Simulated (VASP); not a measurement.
The system is ZnSe (Stilleite).

```
Zn Se
1.0
     0.00000    2.83380    2.83380
     2.83380    0.00000    2.83380
     2.83380    2.83380    0.00000
Zn Se
1 1
Direct
  0.00000 0.00000 0.00000
  0.25000 0.25000 0.25000
```

* Program: VASP 6.6.1
* Task: relaxation of cell and atoms
* Functional: PBE
* Potentials or basis: VASP PAW PBE potentials, release 64 (Zn, Se)
* Cutoff: 500 eV
* k mesh: 6 × 6 × 6
* Occupations: gaussian, width 0.01 eV
* Spin: no spin polarisation

At the start: pressure 2.4 GPa; volume 22.76 Å³/atom.

Problem. Where does the relaxation end?

Solution. Over 3 steps the energy falls by 6.2 meV/atom and the volume is 23.63 Å³/atom (+3.9 %); space group F-43m (No. 216, to 0.05 Å).

Step by step:
| step | energy change (eV) | largest force (eV/Å) | pressure (GPa) | volume (Å³) |
| --- | --- | --- | --- | --- |
| 1 | 0.0000 | 0.0000 | 2.37 | 45.51 |
| 2 | -0.0116 | 0.0000 | -0.58 | 47.77 |
| 3 | -0.0125 | 0.0000 | 0.01 | 47.27 |

Final structure:
```
CELL_PARAMETERS angstrom
0.00000 2.86972 2.86972
2.86972 0.00000 2.86972
2.86972 2.86972 0.00000
ATOMIC_POSITIONS crystal
Zn 0.00000 0.00000 0.00000
Se 0.25000 0.25000 0.25000
```
